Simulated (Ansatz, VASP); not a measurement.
**One calculation of Cu, two programs**

The input INCAR:

```
SYSTEM = Cu
PREC = Accurate
ENCUT = 820
EDIFF = 1E-7
ISMEAR = 0
SIGMA = 0.1
LREAL = .FALSE.
LASPH = .TRUE.
NELM = 120
ALGO = Normal
ISIF = 3
LWAVE = .FALSE.
LCHARG = .FALSE.
GGA = CA
IBRION = 2
NSW = 70
EDIFFG = -0.005
GGA_COMPAT = .FALSE.
NELMIN = 4
```

Contents of KPOINTS:

```
Automatic mesh
0
G
  20 20 20
  0 0 0
```

File POSCAR:

```
Cu
1.0
    0.0000000000      1.8148741276      1.8148741276
    1.8148741276      0.0000000000      1.8148741276
    1.8148741276      1.8148741276      0.0000000000
Cu
1
Direct
    0.0000000000      0.0000000000      0.0000000000
```

Input for Ansatz:

```yaml
crystal:
  lattice:
    - [0.0, 1.8148741276, 1.8148741276]
    - [1.8148741276, 0.0, 1.8148741276]
    - [1.8148741276, 1.8148741276, 0.0]
  atoms:
    - { symbol: Cu, position: [0.0, 0.0, 0.0] }
basis:
  ecutwfc: 420
kpoints:
  mp_grid: { grid: [20, 20, 20] }
hamiltonian:
  xc: lda
scf:
  occupations: { method: gaussian, width: 0.1 }
output:
  forces: true
  stress: true
  eigenvalues: true
relax:
  adjacent_minimum: "off"
  f_tol: 0.005
  max_steps: 50
  cell: { stress_tol: 0.05 }
```

Alike in both runs: task relaxation of cell and atoms; functional LDA; k mesh 20 × 20 × 20; occupations gaussian, width 0.1 eV; no spin polarisation.

```csv
,VASP,Ansatz
version,VASP 6.6.1,Ansatz 0.2.0
potentials or method,"VASP PAW LDA potentials, release 64 (Cu_sv_GW), cutoff 820 eV","scalar-relativistic, plane waves, PAW"
valence electrons in the cell,19,19
```

Ansatz gave:

| Quantity | Value |
| --- | --- |
| gap on the k mesh at the Fermi level, each at its own relaxed structure (eV) | none |
| relaxed volume (Å³/atom) | 10.89 |
| relaxed length of the cell vector where the two differ most in proportion (Å) | 2.488 |

Which values does VASP return?

gap on the k mesh at the Fermi level, each at its own relaxed structure (eV): none; relaxed volume (Å³/atom): 10.90; relaxed length of the cell vector where the two differ most in proportion (Å): 2.488.

LDA's correlation is that of Perdew and Zunger in VASP and of Perdew and Wang (1992) in Ansatz. A gap of «none» marks a metal or a gap that the smearing closes.
